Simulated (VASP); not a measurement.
# CoSi (NiAs type) (P6_3/mmc) in VASP: single point with PBE

Aim: the single point of CoSi (NiAs type) with PBE.

Everything below comes from runs of VASP 6.6.1. Logs are shortened: lines on timing, memory, paths and dates and some standing lists are left out, and cuts for length are marked.

### Step 1. The cell of the first run

The structure is hexagonal, space group P6_3/mmc (No. 194). The conventional cell has a = 2.288 Å, b = 2.288 Å, c = 6.526 Å, α = 90.00°, β = 90.00°, γ = 120.00°. Within 2.8 Å of Co (site symmetry -3m) lie 6 Si at 2.10 Å and 6 Co at 2.29 Å. Within 2.8 Å of Si (site symmetry -6m2) lie 6 Co at 2.10 Å and 6 Si at 2.29 Å.

### Step 2. Single point, PBE

Contents of INCAR:

```
SYSTEM = CoSi
  PREC = Accurate
  ENCUT = 690
  EDIFF = 1E-6
  ISMEAR = -1
  SIGMA = 0.05
  LREAL = .FALSE.
  LASPH = .TRUE.
  NELM = 120
  ALGO = Normal
  ISIF = 2
  LWAVE = .FALSE.
  LCHARG = .TRUE.
  GGA = PE
  LELF = .TRUE.
  LVHAR = .TRUE.
  NBANDS = 29
  GGA_COMPAT = .FALSE.
```

Contents of KPOINTS:

```
regular mesh
0
G
  13 13 7
  0 0 0
```

Contents of POSCAR:

```
CoSi
1.0
    2.2876464111      0.0000000000      0.0000000000
   -1.1438232056      1.9811599069      0.0000000000
    0.0000000000      0.0000000000      6.5262738451
Co Si
2 2
Direct
    0.0000000000      0.0000000000      0.0000000000
    0.0000000000      0.0000000000      0.5000000000
    0.3333333333      0.6666666667      0.2500000000
    0.6666666667      0.3333333333      0.7500000000
```

Potentials or basis: VASP PAW PBE potentials, release 64 (Co_sv, Si).

Launch:

```
cat potpaw_PBE.64/Co_sv/POTCAR potpaw_PBE.64/Si/POTCAR > POTCAR
mpirun -np 1 vasp_std > vasp.out
```

OUTCAR:

```text
SYSTEM = CoSi
   PREC = Accurate
   ENCUT = 690
   EDIFF = 1E-6
   ISMEAR = -1
   LREAL = .FALSE.
   LASPH = .TRUE.
   NELM = 120
   ISIF = 2
   GGA = PE

 ion  position               nearest neighbor table
   1  0.000  0.000  0.000-   3 2.10   4 2.10   4 2.10   3 2.10   4 2.10   3 2.10
   2  0.000  0.000  0.500-   3 2.10   4 2.10   4 2.10   3 2.10   4 2.10   3 2.10
   3  0.333  0.667  0.250-   1 2.10   2 2.10   1 2.10   2 2.10   1 2.10   2 2.10
   4  0.667  0.333  0.750-   1 2.10   2 2.10   1 2.10   2 2.10   1 2.10   2 2.10

  LATTYP: Found a hexagonal cell.
 ALAT       =     2.2876464111
 C/A-ratio  =     2.8528332934

  Lattice vectors:

 A1 = (   2.2876464111,   0.0000000000,   0.0000000000)
 A2 = (  -1.1438232056,   1.9811599069,   0.0000000000)
 A3 = (   0.0000000000,   0.0000000000,   6.5262738451)

Analysis of symmetry for initial positions (statically):
=====================================================================
 Subroutine PRICEL returns:
 Original cell was already a primitive cell.

 Routine SETGRP: Setting up the symmetry group for a
 hexagonal supercell.

 Subroutine GETGRP returns: Found 24 space group operations
 (whereof 12 operations were pure point group operations)
 out of a pool of 24 trial point group operations.

The static configuration has the point symmetry D_3d.
 The point group associated with its full space group is D_6h.

Analysis of symmetry for dynamics (positions and initial velocities):
=====================================================================
 Subroutine PRICEL returns:
 Original cell was already a primitive cell.

 Routine SETGRP: Setting up the symmetry group for a
 hexagonal supercell.

 Subroutine GETGRP returns: Found 24 space group operations
 (whereof 12 operations were pure point group operations)
 out of a pool of 24 trial point group operations.

The dynamic configuration has the point symmetry D_3d.
 The point group associated with its full space group is D_6h.

 Subroutine INISYM returns: Found 24 space group operations
 (whereof 12 operations are pure point group operations),
 and found     1 'primitive' translations

----------------------------------------------------------------------------------------

                                     Primitive cell

  volume of cell :      29.5783

  direct lattice vectors                    reciprocal lattice vectors
     2.287646411  0.000000000  0.000000000     0.437130491  0.252377407  0.000000000
    -1.143823206  1.981159907  0.000000000     0.000000000  0.504754814  0.000000000
     0.000000000  0.000000000  6.526273845     0.000000000  0.000000000  0.153226791

  length of vectors
     2.287646411  2.287646411  6.526273845     0.504754814  0.504754814  0.153226791

  position of ions in fractional coordinates (direct lattice)
     0.000000000  0.000000000  0.000000000
     0.000000000  0.000000000  0.500000000
     0.333333333  0.666666667  0.250000000
     0.666666667  0.333333333  0.750000000

  ion indices of the primitive-cell ions
   primitive index   ion index
                 1           1
                 2           2
                 3           3
                 4           4

----------------------------------------------------------------------------------------

 KPOINTS: regular mesh

Automatic generation of k-mesh.
 Grid dimensions read from file:
 generate k-points for:   13   13    7

 Generating k-lattice:

  Cartesian coordinates                     Fractional coordinates (reciprocal lattice)
     0.033625422  0.019413647  0.000000000     0.076923077 -0.000000000  0.000000000
     0.000000000  0.038827293  0.000000000     0.000000000  0.076923077  0.000000000
     0.000000000  0.000000000  0.021889542     0.000000000  0.000000000  0.142857143

  Length of vectors
     0.038827293  0.038827293  0.021889542

  Shift w.r.t. Gamma in fractional coordinates (k-lattice)
     0.000000000  0.000000000  0.000000000

 Subroutine IBZKPT returns following result:
 ===========================================

 Found     84 irreducible k-points:

 Following reciprocal coordinates:
            Coordinates               Weight
  0.000000  0.000000  0.000000      1.000000
  0.076923  0.000000  0.000000      6.000000
  0.153846  0.000000  0.000000      6.000000
  0.230769  0.000000  0.000000      6.000000
  0.307692  0.000000  0.000000      6.000000
  0.384615  0.000000  0.000000      6.000000
[... 16 lines left out ...]
  0.076923  0.000000  0.142857     12.000000
  0.153846  0.000000  0.142857     12.000000
 [... further k-points ...]
   k-points           NKPTS =     84   k-points in BZ     NKDIM =     84   number of bands    NBANDS=     29
   number of dos      NEDOS =    301   number of ions     NIONS =      4
   total plane-waves  NPLWV =  22400
   dimension x,y,z NGX =    20 NGY =   20 NGZ =   56
   dimension x,y,z NGXF=    40 NGYF=   40 NGZF=  112
   ions per type =               2   2
   NGX,Y,Z   is equivalent  to a cutoff of  14.53, 14.53, 14.27 a.u.
   NGXF,Y,Z  is equivalent  to a cutoff of  29.07, 29.07, 28.53 a.u.
 SYSTEM =  CoSi
   PREC   = accura    normal or accurate (medium, high low for compatibility)
   ISTART =      0    job   : 0-new  1-cont  2-samecut
   ICHARG =      2    charge: 1-file 2-atom 10-const
   ISPIN  =      1    spin polarized calculation?
   LNONCOLLINEAR =      F non collinear calculations
   LSORBIT =      F    spin-orbit coupling
   LASPH  =      T    aspherical Exc in radial PAW
   ENCUT  =  690.0 eV  50.71 Ry    7.12 a.u.   4.90  4.90 13.98*2*pi/ulx,y,z
   NELM   =    120;   NELMIN=  2; NELMDL= -5     # of ELM steps
   EDIFF  = 0.1E-05   stopping-criterion for ELM
   LREAL  =      F    real-space projection
   EDIFFG = 0.1E-04   stopping-criterion for IOM
   NSW    =      0    number of steps for IOM
   IBRION =     -1    ionic relax: 0-MD 1-quasi-New 2-CG
   NFREE  =      0    steps in history (QN), initial steepest desc. (CG)
   ISIF   =      2    stress and relaxation
   ISYM   =      2    0-nonsym 1-usesym 2-fastsym
   POTIM  = 0.5000    time-step for ionic-motion
   TEBEG  =    0.0;   TEEND  =   0.0 temperature during run
   PSTRESS=    0.0 pullay stress
   NELECT =      42.0000    total number of electrons
   NUPDOWN=      -1.0000    fix difference up-down
   EMIN   =  10.00;   EMAX   =-10.00  energy-range for DOS
   EFERMI =   0.00;   METHOD = LEGACY
   ISMEAR =    -1;   SIGMA  =   0.05  broadening in eV -4-tet -1-fermi 0-gaus
   EFERMI_NEDOS =   21; number of points for ismear=-14 and -15
   IALGO  =     38    algorithm
   IMIX   =      4    mixing-type and parameters
     AMIX     =   0.40;   BMIX     =  1.00
     AMIX_MAG =   1.60;   BMIX_MAG =  1.00
  volume/ion in A,a.u.               =       7.39        49.90
  Fermi-wavevector in a.u.,A,eV,Ry     =   1.840066  3.477220 46.067179  3.385842
  Thomas-Fermi vector in A             =   2.892481
   LORBIT       =      0    0 simple, 1 ext, 2 COOP (PROOUT), +10 PAW based schemes
   GGA     = PE    functional components
   LHFCALC =     F    Hartree Fock is set to
   AEXX    =    0.0000 exact exchange contribution
   IVDW    =     0    specifies the selected vdW correction
   LEPSILON=     F    determine dielectric tensor
   LRPA    =     F    only Hartree local field effects (RPA)
 non-spin polarized calculation
  energy-cutoff  :      690.00
  volume of cell :       29.58
 maximum number of plane-waves:      1251
 NGX is ok and might be reduce to    20
   NGX =  9   NGY =  9   NGZ = 27

 number of electron      42.0000025 magnetization

 Free energy of the ion-electron system (eV)
  ---------------------------------------------------
  ext. energy  EPLUGINS =         0.00000000
  ---------------------------------------------------
  free energy    TOTEN  =       -19.59068649 eV

  energy without entropy =      -19.56757785  energy(sigma->0) =      -19.57913217

 E-fermi :  20.7557     XC(G=0): -15.2947

 val. band max:       20.7484557543   @ k =   0.3846   0.2308   0.1429
 cond. band min:      20.7607928099   @ k =   0.4615   0.0769   0.0000
 fundamental gap:      0.0123370556
 Fermi energy:        20.7556918824

 k-point     1 :       0.0000    0.0000    0.0000
  band No.  band energies     occupation
      1     -75.1117      2.00000
      2     -75.1106      2.00000
      3     -38.7633      2.00000
      4     -38.7433      2.00000
      5     -38.0192      2.00000
      6     -38.0192      2.00000
[... 21 lines left out ...]
     28      36.2146      0.00000
     29      37.4046      0.00000

 k-point     2 :       0.0769    0.0000    0.0000
  band No.  band energies     occupation
      1     -75.1052      2.00000
      2     -75.1042      2.00000
      3     -38.7572      2.00000
      4     -38.7375      2.00000
      5     -38.0565      2.00000
      6     -38.0561      2.00000
[... 21 lines left out ...]
     28      35.1477      0.00000
     29      37.2673      0.00000

 k-point     3 :       0.1538    0.0000    0.0000
  band No.  band energies     occupation
      1     -75.0872      2.00000
      2     -75.0863      2.00000
      3     -38.7395      2.00000
      4     -38.7213      2.00000
      5     -38.1598      2.00000
      6     -38.1587      2.00000
[... 21 lines left out ...]
     28      34.0115      0.00000
     29      36.1204      0.00000

 k-point     4 :       0.2308    0.0000    0.0000
  band No.  band energies     occupation
      1     -75.0618      2.00000
      2     -75.0610      2.00000
      3     -38.7148      2.00000
      4     -38.6984      2.00000
      5     -38.3043      2.00000
      6     -38.3024      2.00000
[... 21 lines left out ...]
     28      33.1371      0.00000
     29      33.6533      0.00000

 k-point     5 :       0.3077    0.0000    0.0000
  band No.  band energies     occupation
      1     -75.0347      2.00000
      2     -75.0341      2.00000
      3     -38.6883      2.00000
      4     -38.6740      2.00000
      5     -38.4558      2.00000
      6     -38.4535      2.00000
[... 21 lines left out ...]
     28      31.9854      0.00000
     29      32.5148      0.00000
[... 510 lines left out ...]
     28      27.9391      0.00000
     29      31.8626      0.00000

 k-point    22 :       0.0000    0.0000    0.1429
  band No.  band energies     occupation
      1     -75.1116      2.00000
      2     -75.1106      2.00000
      3     -38.7627      2.00000
      4     -38.7444      2.00000
      5     -38.0192      2.00000
      6     -38.0192      2.00000
[... 21 lines left out ...]
     28      36.1274      0.00000
     29      37.4524      0.00000

 k-point    23 :       0.0769    0.0000    0.1429
  band No.  band energies     occupation
      1     -75.1052      2.00000
      2     -75.1042      2.00000
      3     -38.7562      2.00000
      4     -38.7384      2.00000
      5     -38.0565      2.00000
      6     -38.0560      2.00000
[... 21 lines left out ...]
     28      35.0779      0.00000
     29      37.2983      0.00000

 k-point    24 :       0.1538    0.0000    0.1429
  band No.  band energies     occupation
      1     -75.0872      2.00000
      2     -75.0863      2.00000
      3     -38.7387      2.00000
      4     -38.7222      2.00000
      5     -38.1597      2.00000
      6     -38.1588      2.00000
[... 21 lines left out ...]
     28      33.9077      0.00000
     29      36.1416      0.00000

 [... further k-points ...]
[... 5 lines left out ...]
  --------------------------------------------------------------------------------------
  -------------------------------------------------------------------------------------
  Total       38.4999481     38.4999481     38.5853425     -0.0000000      0.0000000      0.0000000
  in kB     2085.4366593   2085.4366593   2090.0622408     -0.0000001      0.0000000      0.0000000
  external PRESSURE =    2086.9785198 kB  Pullay stress =       0.0000000 kB

 VOLUME and BASIS-vectors are now :
 -----------------------------------------------------------------------------
  energy-cutoff  :      690.00
  volume of cell :       29.58
      direct lattice vectors                 reciprocal lattice vectors
     2.287646411  0.000000000  0.000000000     0.437130491  0.252377407  0.000000000
    -1.143823206  1.981159907  0.000000000     0.000000000  0.504754814  0.000000000
     0.000000000  0.000000000  6.526273845     0.000000000  0.000000000  0.153226791

 POSITION                                       TOTAL-FORCE (eV/Angst)
 -----------------------------------------------------------------------------------
      0.00000      0.00000      0.00000         0.000000      0.000000      0.000000
      0.00000      0.00000      3.26314         0.000000      0.000000      0.000000
     -0.00000      1.32077      1.63157        -0.000000      0.000000     -0.000000
      1.14382      0.66039      4.89471         0.000000     -0.000000      0.000000
 -----------------------------------------------------------------------------------
    total drift:                               -0.000000      0.000000      0.000000

  FREE ENERGIE OF THE ION-ELECTRON SYSTEM (eV)
  ---------------------------------------------------
  free  energy   TOTEN  =       -19.5906864944 eV

  energy  without entropy=      -19.5675778483  energy(sigma->0) =      -19.57913217
```

It took 68 s on 1 thread of Intel Xeon Platinum 8488C (Sapphire Rapids), shared host; peak memory 0.22 GiB.

Results:

| Item | Value |
| --- | --- |
| Free energy | -19.5907 eV |
| Pressure | 208.7 GPa |
| Band gap on the k mesh | zero (bands 21 and 22 overlap by 2.33 eV) |

Caveat: the cell stands under pressure.
